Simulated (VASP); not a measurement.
Crystal: In3B2As.

```
CELL_PARAMETERS angstrom
3.24117 1.87129 3.72712
-3.24117 1.87129 3.72712
0.00000 -3.74258 3.72712
ATOMIC_POSITIONS crystal
In 0.50000 0.50000 0.00000
In 0.00000 0.50000 0.50000
In 0.50000 0.00000 0.50000
B 0.33730 0.33730 0.33730
B 0.66270 0.66270 0.66270
As 0.50000 0.50000 0.50000
```

The cell was built from a structure type or drawn by symmetry, and may not be a known phase.

| Quantity | Value |
| --- | --- |
| Program | VASP 6.6.1 |
| Task | relaxation of cell and atoms |
| Functional | PBE |
| Potentials or basis | VASP PAW PBE potentials, release 64 (In_d, B, As) |
| Cutoff | 600 eV |
| k mesh | 3 × 3 × 3 |
| Occupations | gaussian, width 0.1 eV |
| Spin | no spin polarisation |

At the start: pressure 45.2 GPa; volume 22.61 Å³/atom.

Q: Where does the relaxation end?

A: Over 17 steps the energy falls by 1369.1 meV/atom and the volume is 35.22 Å³/atom (+55.8 %); space group R-3m (No. 166, to 0.1 Å) before and after.

Step by step:
```tsv
step	energy change (eV)	largest force (eV/Å)	pressure (GPa)	volume (Å³)
1	0.0000	3.6610	45.22	135.63
2	-6.2135	1.0315	-4.58	302.76
3	-8.1259	0.2373	0.16	216.26
4	-8.1254	0.1896	-0.11	218.13
5	-8.1605	0.1359	-0.20	218.90
6	-8.1969	0.0742	-0.14	220.60
7	-8.1970	0.0750	-0.15	220.55
8	-8.1984	0.0935	0.03	219.09
9	-8.1985	0.1019	0.12	218.44
10	-8.1995	0.1006	0.12	218.19
11	-8.2020	0.0965	0.12	217.42
12	-8.2060	0.0860	0.12	215.88
13	-8.2080	0.0579	0.10	212.81
14	-8.2101	0.0406	0.04	212.71
15	-8.2132	0.0128	-0.13	212.41
16	-8.2147	0.0092	0.11	211.29
17	-8.2147	0.0086	0.10	211.32
```

Final structure:
```
In B As
1.0
     3.75108    2.16569    4.33549
    -3.75108    2.16569    4.33549
     0.00000   -4.33137    4.33549
In B As
3 2 1
Direct
  0.50000 0.50000 0.00000
  0.00000 0.50000 0.50000
  0.50000 0.00000 0.50000
  0.31092 0.31092 0.31092
  0.68908 0.68908 0.68908
  0.50000 0.50000 0.50000
```

Caveat: the volume moved by over 15 % at a fixed basis, so the end points are rough.
